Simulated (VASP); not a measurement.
# MnO2 (P-3m1) in VASP: a series of runs, part 2 of 3

VASP 6.6.1. The steps go on from the part before.

## 3. Single point, PBE, collinear spin, ferromagnetic start

The input, INCAR:

```
ALGO = Normal
EDIFF = 1E-6
ENCUT = 520
GGA = PE
ISIF = 2
ISMEAR = 0
ISPIN = 2
LASPH = T
LCHARG = T
LELF = T
LMAXMIX = 4
LORBIT = 11
LREAL = F
LVHAR = T
LWAVE = F
MAGMOM = 2.49 0.05 0.05
NBANDS = 24
NELECT = 25.1
NELM = 150
PREC = Accurate
SIGMA = 0.05
```

The input, KPOINTS:

```
k-points
0
Gamma
  12 12 6
```

The input, POSCAR:

```
MnO2
1.0
    2.8565781804      0.0000000000      0.0000000000
   -1.4282890902      2.4738692722      0.0000000000
    0.0000000000      0.0000000000      4.6013740589
Mn O
1 2
Direct
    0.0000000000      0.0000000000      0.5000000000
    0.6666666700      0.3333333300      0.2937074300
    0.3333333300      0.6666666700      0.7062925700
```

Potentials or basis: VASP PAW PBE potentials, release 64 (Mn_pv, O).

Launch:

```sh
> cat potpaw_PBE.64/Mn_pv/POTCAR potpaw_PBE.64/O/POTCAR > POTCAR
> mpirun -np 1 vasp_std > vasp.out
```

OUTCAR:

```text
EDIFF = 1E-6
   ENCUT = 520
   GGA = PE
   ISIF = 2
   ISMEAR = 0
   ISPIN = 2
   LASPH = T
   LORBIT = 11
   LREAL = F
   NELECT = 25.1
   NELM = 150
   PREC = Accurate

 ion  position               nearest neighbor table
   1  0.000  0.000  0.500-   2 1.90   3 1.90   2 1.90   3 1.90   2 1.90   3 1.90
   2  0.667  0.333  0.294-   1 1.90   1 1.90   1 1.90
   3  0.333  0.667  0.706-   1 1.90   1 1.90   1 1.90

  LATTYP: Found a hexagonal cell.
 ALAT       =     2.8565781804
 C/A-ratio  =     1.6107992739

  Lattice vectors:

 A1 = (   2.8565781804,   0.0000000000,   0.0000000000)
 A2 = (  -1.4282890902,   2.4738692722,   0.0000000000)
 A3 = (   0.0000000000,   0.0000000000,   4.6013740589)

Analysis of symmetry for initial positions (statically):
=====================================================================
 Subroutine PRICEL returns:
 Original cell was already a primitive cell.

 Routine SETGRP: Setting up the symmetry group for a
 hexagonal supercell.

 Subroutine GETGRP returns: Found 12 space group operations
 (whereof 12 operations were pure point group operations)
 out of a pool of 24 trial point group operations.

The static configuration has the point symmetry D_3d.

Analysis of symmetry for dynamics (positions and initial velocities):
=====================================================================
 Subroutine PRICEL returns:
 Original cell was already a primitive cell.

 Routine SETGRP: Setting up the symmetry group for a
 hexagonal supercell.

 Subroutine GETGRP returns: Found 12 space group operations
 (whereof 12 operations were pure point group operations)
 out of a pool of 24 trial point group operations.

The dynamic configuration has the point symmetry D_3d.

Analysis of structural, dynamic, and magnetic symmetry:
=====================================================================
 Subroutine PRICEL returns:
 Original cell was already a primitive cell.

 Routine SETGRP: Setting up the symmetry group for a
 hexagonal supercell.

 Subroutine GETGRP returns: Found 12 space group operations
 (whereof 12 operations were pure point group operations)
 out of a pool of 24 trial point group operations.

The overall configuration has the point symmetry D_3d.

 Subroutine INISYM returns: Found 12 space group operations
 (whereof 12 operations are pure point group operations),
 and found     1 'primitive' translations

----------------------------------------------------------------------------------------

                                     Primitive cell

  volume of cell :      32.5170

  direct lattice vectors                    reciprocal lattice vectors
     2.856578180  0.000000000  0.000000000     0.350069187  0.202112539  0.000000000
    -1.428289090  2.473869272  0.000000000     0.000000000  0.404225078  0.000000000
     0.000000000  0.000000000  4.601374059     0.000000000  0.000000000  0.217326387

  length of vectors
     2.856578180  2.856578180  4.601374059     0.404225078  0.404225078  0.217326387

  position of ions in fractional coordinates (direct lattice)
     0.000000000  0.000000000  0.500000000
     0.666666670  0.333333330  0.293707430
     0.333333330  0.666666670  0.706292570

[... 66 lines left out ...]
   NGXF,Y,Z  is equivalent  to a cutoff of  27.93, 27.93, 26.01 a.u.
 SYSTEM =  unknown system
   PREC   = accura    normal or accurate (medium, high low for compatibility)
   ISTART =      0    job   : 0-new  1-cont  2-samecut
   ICHARG =      2    charge: 1-file 2-atom 10-const
   ISPIN  =      2    spin polarized calculation?
   LNONCOLLINEAR =      F non collinear calculations
   LSORBIT =      F    spin-orbit coupling
   LASPH  =      T    aspherical Exc in radial PAW
   ENCUT  =  520.0 eV  38.22 Ry    6.18 a.u.   5.31  5.31  8.56*2*pi/ulx,y,z
   NELM   =    150;   NELMIN=  2; NELMDL= -5     # of ELM steps
   EDIFF  = 0.1E-05   stopping-criterion for ELM
   LREAL  =      F    real-space projection
   EDIFFG = 0.1E-04   stopping-criterion for IOM
   NSW    =      0    number of steps for IOM
   IBRION =     -1    ionic relax: 0-MD 1-quasi-New 2-CG
   NFREE  =      0    steps in history (QN), initial steepest desc. (CG)
   ISIF   =      2    stress and relaxation
   ISYM   =      2    0-nonsym 1-usesym 2-fastsym
   POTIM  = 0.5000    time-step for ionic-motion
   TEBEG  =    0.0;   TEEND  =   0.0 temperature during run
   PSTRESS=    0.0 pullay stress
   NELECT =      25.1000    total number of electrons
   NUPDOWN=      -1.0000    fix difference up-down
   EMIN   =  10.00;   EMAX   =-10.00  energy-range for DOS
   EFERMI =   0.00;   METHOD = LEGACY
   ISMEAR =     0;   SIGMA  =   0.05  broadening in eV -4-tet -1-fermi 0-gaus
   EFERMI_NEDOS =   21; number of points for ismear=-14 and -15
   IALGO  =     38    algorithm
   IMIX   =      4    mixing-type and parameters
     AMIX     =   0.40;   BMIX     =  1.00
     AMIX_MAG =   1.60;   BMIX_MAG =  1.00
  volume/ion in A,a.u.               =      10.84        73.15
  Fermi-wavevector in a.u.,A,eV,Ry     =   1.501744  2.837885 30.684340  2.255235
  Thomas-Fermi vector in A             =   2.613075
   LORBIT       =     11    0 simple, 1 ext, 2 COOP (PROOUT), +10 PAW based schemes
   GGA     = PE    functional components
   LHFCALC =     F    Hartree Fock is set to
   AEXX    =    0.0000 exact exchange contribution
   IVDW    =     0    specifies the selected vdW correction
   LEPSILON=     F    determine dielectric tensor
   LRPA    =     F    only Hartree local field effects (RPA)
 spin polarized calculation
 Gauss-broadening in eV      SIGMA  =   0.05
  energy-cutoff  :      520.00
  volume of cell :       32.52
 maximum number of plane-waves:       890
 NGX is ok and might be reduce to    24
   NGX = 11   NGY = 11   NGZ = 17

 number of electron      25.0999997 magnetization       2.8999396

 Free energy of the ion-electron system (eV)
  ---------------------------------------------------
  ext. energy  EPLUGINS =         0.00000000
  ---------------------------------------------------
  free energy    TOTEN  =       -23.38014027 eV

  energy without entropy =      -23.37980188  energy(sigma->0) =      -23.37997107

 E-fermi :   4.4142     XC(G=0): -10.8513

 val. band max:        4.3511788117   @ k =   0.0833  -0.0000   0.1667
 cond. band min:       4.4431006939   @ k =   0.1667   0.0000   0.3333
 fundamental gap:      0.0919218822
 Fermi energy:         4.4142330655

 spin component 1

 k-point     1 :       0.0000    0.0000    0.0000
  band No.  band energies     occupation
      1     -46.7752      1.00000
      2     -46.7752      1.00000
      3     -46.7636      1.00000
      4     -16.3219      1.00000
      5     -14.0061      1.00000
      6      -2.9927      1.00000
[... 637 lines left out ...]
     23      24.6052      0.00000
     24      26.4372      0.00000

 [... further k-points ...]

 spin component 2

 k-point     1 :       0.0000    0.0000    0.0000
  band No.  band energies     occupation
      1     -43.8438      1.00000
      2     -43.8438      1.00000
      3     -43.6887      1.00000
      4     -16.1645      1.00000
      5     -13.8850      1.00000
      6      -2.1644      1.00000
[... 637 lines left out ...]
     23      24.9989      0.00000
     24      26.9983      0.00000

 [... further k-points ...]
[... 5 lines left out ...]
  --------------------------------------------------------------------------------------
  -------------------------------------------------------------------------------------
  Total        2.1582230      2.1582230      2.1033884      0.0000000      0.0000000      0.0000000
  in kB      106.3399592    106.3399592    103.6381511      0.0000000      0.0000000      0.0000000
  external PRESSURE =     105.4393565 kB  Pullay stress =       0.0000000 kB

 VOLUME and BASIS-vectors are now :
 -----------------------------------------------------------------------------
  energy-cutoff  :      520.00
  volume of cell :       32.52
      direct lattice vectors                 reciprocal lattice vectors
     2.856578180  0.000000000  0.000000000     0.350069187  0.202112539  0.000000000
    -1.428289090  2.473869272  0.000000000     0.000000000  0.404225078  0.000000000
     0.000000000  0.000000000  4.601374059     0.000000000  0.000000000  0.217326387

 POSITION                                       TOTAL-FORCE (eV/Angst)
 -----------------------------------------------------------------------------------
      0.00000      0.00000      2.30069         0.000000      0.000000      0.000000
      1.42829      0.82462      1.35146        -0.000000      0.000000     -0.330770
     -0.00000      1.64925      3.24992        -0.000000      0.000000      0.330770
 -----------------------------------------------------------------------------------
    total drift:                                0.000000      0.000000      0.000000

  FREE ENERGIE OF THE ION-ELECTRON SYSTEM (eV)
  ---------------------------------------------------
  free  energy   TOTEN  =       -23.3801402693 eV

  energy  without entropy=      -23.3798018779  energy(sigma->0) =      -23.37997107

 total charge

# of ion       s       p       d       tot
------------------------------------------
    1        0.356   6.467   4.965  11.788
    2        1.581   3.432   0.000   5.013
    3        1.581   3.432   0.000   5.013
--------------------------------------------------
tot          3.517  13.330   4.965  21.813

 magnetization (x)

# of ion       s       p       d       tot
------------------------------------------
    1        0.030   0.038   2.659   2.727
    2        0.003   0.046   0.000   0.049
    3        0.003   0.046   0.000   0.049
--------------------------------------------------
tot          0.037   0.129   2.659   2.825
```

OSZICAR:

```text
N       E                     dE             d eps       ncg     rms          rms(c)
DAV:   1     0.250219738845E+03    0.25022E+03   -0.14096E+04  9608   0.120E+03
DAV:   2    -0.157854045547E+02   -0.26601E+03   -0.24977E+03 10592   0.365E+02
DAV:   3    -0.304943003453E+02   -0.14709E+02   -0.14623E+02 11088   0.925E+01
DAV:   4    -0.306240930371E+02   -0.12979E+00   -0.12978E+00 10592   0.913E+00
DAV:   5    -0.306255325732E+02   -0.14395E-02   -0.14395E-02 11416   0.915E-01    0.304E+01
DAV:   6    -0.293567503507E+02    0.12688E+01   -0.88770E+01 11720   0.751E+01    0.395E+01
DAV:   7    -0.244187411001E+02    0.49380E+01   -0.95871E+01 11152   0.748E+01    0.139E+01
DAV:   8    -0.234195338665E+02    0.99921E+00   -0.31074E+00 11008   0.164E+01    0.468E+00
DAV:   9    -0.233759376296E+02    0.43596E-01   -0.52725E-01 12432   0.650E+00    0.197E+00
DAV:  10    -0.233805107287E+02   -0.45731E-02   -0.52251E-02  9960   0.160E+00    0.953E-01
DAV:  11    -0.233801166083E+02    0.39412E-03   -0.33297E-03  9992   0.436E-01    0.398E-01
DAV:  12    -0.233801861973E+02   -0.69589E-04   -0.42234E-04 10352   0.218E-01    0.125E-01
DAV:  13    -0.233801224137E+02    0.63784E-04   -0.44140E-04 10928   0.224E-01    0.299E-02
DAV:  14    -0.233801359428E+02   -0.13529E-04   -0.44547E-05  9872   0.552E-02    0.166E-02
DAV:  15    -0.233801400441E+02   -0.41013E-05   -0.53459E-06 10120   0.163E-02    0.102E-02
DAV:  16    -0.233801402693E+02   -0.22517E-06   -0.16022E-06  7072   0.143E-02
   1 F= -.23380140E+02 E0= -.23379971E+02  d E =-.338391E-03  mag=     2.9000
```

It took 56 s on 1 thread of Intel Xeon 6975P-C (Granite Rapids), shared host; peak memory 0.24 GiB.

Results:

```
Free energy                                           : -23.3801 eV
Largest force                                         : 0.331 eV/Å
Net moment                                            : 2.90 μB per cell
Site moments                                          : Mn +2.73; O +0.05 μB
Valence electrons inside the program's atomic spheres : Mn 11.79; O 5.01
```

Forces on the atoms (eV/Å):
```
Mn   0.000  0.000  0.000
O    0.000  0.000 -0.331
O    0.000  0.000  0.331
```

Levels at points of the mesh, in eV from the Fermi level:
Spin up:
| k point | band 10 | band 11 | band 12 | band 13 | band 14 | band 15 | band 16 | band 17 | band 18 | band 19 |
| --- | --- | --- | --- | --- | --- | --- | --- | --- | --- | --- |
| (0.00, 0.00, 0.00) | -3.29 | -2.51 | -2.51 | -2.28 | -1.37 | 1.90 | 1.90 | 5.95 | 9.25 | 13.67 |
| (0.50, 0.00, 0.00) | -4.05 | -3.57 | -2.76 | -2.73 | -1.92 | 1.18 | 1.83 | 10.58 | 11.65 | 13.15 |
| (0.00, 0.00, 0.50) | -3.30 | -3.30 | -2.55 | -2.55 | -1.06 | 1.95 | 1.95 | 8.03 | 8.36 | 12.42 |
| (0.50, 0.00, 0.50) | -3.95 | -2.93 | -2.77 | -2.76 | -2.04 | 1.19 | 1.74 | 9.78 | 11.89 | 12.79 |
Spin down:
| k point | band 8 | band 9 | band 10 | band 11 | band 12 | band 13 | band 14 | band 15 |
| --- | --- | --- | --- | --- | --- | --- | --- | --- |
| (0.00, 0.00, 0.00) | -6.11 | -2.44 | -2.44 | -2.09 | -0.26 | -0.26 | 1.40 | 3.15 |
| (0.50, 0.00, 0.00) | -5.31 | -4.26 | -3.92 | -3.38 | 0.08 | 0.54 | 0.86 | 2.63 |
| (0.00, 0.00, 0.50) | -5.67 | -3.46 | -2.48 | -2.48 | -0.27 | -0.27 | 1.53 | 3.20 |
| (0.50, 0.00, 0.50) | -5.37 | -4.10 | -3.82 | -2.72 | 0.06 | 0.54 | 0.84 | 2.62 |

Caveat: the cell carries a net charge on a neutralising background, which shifts energy and pressure; the cell is charged against a uniform background, so pressure and absolute levels hang on convention; a cell with one magnetic atom can't hold antiferromagnetic order, which such compounds often take; semilocal functionals often make such compounds metallic where correlation or magnetic order opens a gap, which also shifts bond lengths.

## 4. Single point, PBE, collinear spin, ferromagnetic start

The input, INCAR:

```
SYSTEM = MnO2
  PREC = Accurate
  ENCUT = 520
  EDIFF = 1E-7
  ISMEAR = 0
  SIGMA = 0.05
  LREAL = .FALSE.
  LASPH = .TRUE.
  NELM = 150
  ALGO = Normal
  ISIF = 2
  LWAVE = .FALSE.
  LCHARG = .FALSE.
  ISPIN = 2
  MAGMOM = 2.49 0.05 0.05
  LORBIT = 11
  LMAXMIX = 4
  GGA = PE
  NBANDS = 24
  NELECT = 24.9
```

The input, KPOINTS:

```
Automatic mesh
0
G
  12 12 6
  0 0 0
```

POSCAR is that of step 3.

Launch:

```sh
> cat potpaw_PBE.64/Mn_pv/POTCAR potpaw_PBE.64/O/POTCAR > POTCAR
> mpirun -np 1 vasp_std > vasp.out
```

It took 57 s on 1 thread of Intel Xeon 6975P-C (Granite Rapids), shared host; peak memory 0.25 GiB.

It converged, with:

```
Free energy                                           : -24.1167 eV
Largest force                                         : 0.198 eV/Å
Net moment                                            : 2.90 μB per cell
Site moments                                          : Mn +2.78; O +0.03 μB
Valence electrons inside the program's atomic spheres : Mn 11.72; O 4.98
```

Forces on the atoms (eV/Å):
```
Mn   0.000  0.000  0.000
O    0.000  0.000 -0.198
O    0.000  0.000  0.198
```

Levels at points of the mesh, in eV from the Fermi level:
Spin up:
```csv
k point,band 11,band 12,band 13,band 14,band 15,band 16,band 17,band 18
"(0.00, 0.00, 0.00)",-1.19,-1.19,-0.92,-0.19,3.06,3.06,7.48,10.73
"(0.50, 0.00, 0.00)",-2.18,-1.72,-1.62,-0.82,2.32,2.96,12.08,13.25
"(0.00, 0.00, 0.50)",-2.19,-1.23,-1.23,0.13,3.11,3.11,9.58,9.76
"(0.50, 0.00, 0.50)",-1.72,-1.66,-1.57,-0.95,2.33,2.87,11.36,13.42
```
Spin down:
```csv
k point,band 7,band 8,band 9,band 10,band 11,band 12,band 13,band 14,band 15,band 16
"(0.00, 0.00, 0.00)",-4.87,-4.87,-1.14,-1.14,-0.81,0.94,0.94,2.48,4.31,4.31
"(0.50, 0.00, 0.00)",-4.06,-4.05,-2.98,-2.61,-2.05,1.20,1.70,2.00,3.75,4.25
"(0.00, 0.00, 0.50)",-4.85,-4.39,-2.10,-1.19,-1.19,0.94,0.94,2.62,4.35,4.35
"(0.50, 0.00, 0.50)",-4.44,-4.11,-2.83,-2.52,-1.42,1.19,1.69,1.98,3.74,4.18
```

Caveat: the cell carries a net charge on a neutralising background, which shifts energy and pressure; the cell is charged against a uniform background, so pressure and absolute levels hang on convention; a cell with one magnetic atom can't hold antiferromagnetic order, which such compounds often take; semilocal functionals often make such compounds metallic where correlation or magnetic order opens a gap, which also shifts bond lengths.

(Part 2 of 3 ends here.)
